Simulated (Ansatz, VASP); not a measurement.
## Two plane-wave programs on ZnO

```
CELL_PARAMETERS angstrom
3.23735 0.00000 0.00000
-1.61868 2.80363 0.00000
0.00000 0.00000 5.22206
ATOMIC_POSITIONS crystal
Zn 0.66667 0.33333 0.50059
Zn 0.33333 0.66667 0.00059
O 0.66667 0.33333 0.87972
O 0.33333 0.66667 0.37972
```

Alike in both runs: task relaxation of cell and atoms; functional LDA; k mesh 12 × 12 × 6; occupations gaussian, width 0.02 eV; no spin polarisation.

|  | VASP | Ansatz |
| --- | --- | --- |
| version | VASP 6.6.1 | Ansatz 0.2.0 |
| potentials or method | VASP PAW LDA potentials, release 64 (Zn, O), cutoff 600 eV | scalar-relativistic, plane waves, PAW |
| valence electrons in the cell | 36 | 36 |

```tsv
	VASP	Ansatz	Ansatz less VASP
gap on the k mesh at the Fermi level, each at its own relaxed structure (eV)	0.80	0.80	-0.001
relaxed volume (Å³/atom)	11.41	11.33	-0.074
relaxed cell length with the largest relative difference (Å)	3.195	3.187	-0.0081
```

LDA's correlation is that of Perdew and Zunger in VASP and of Perdew and Wang (1992) in Ansatz.
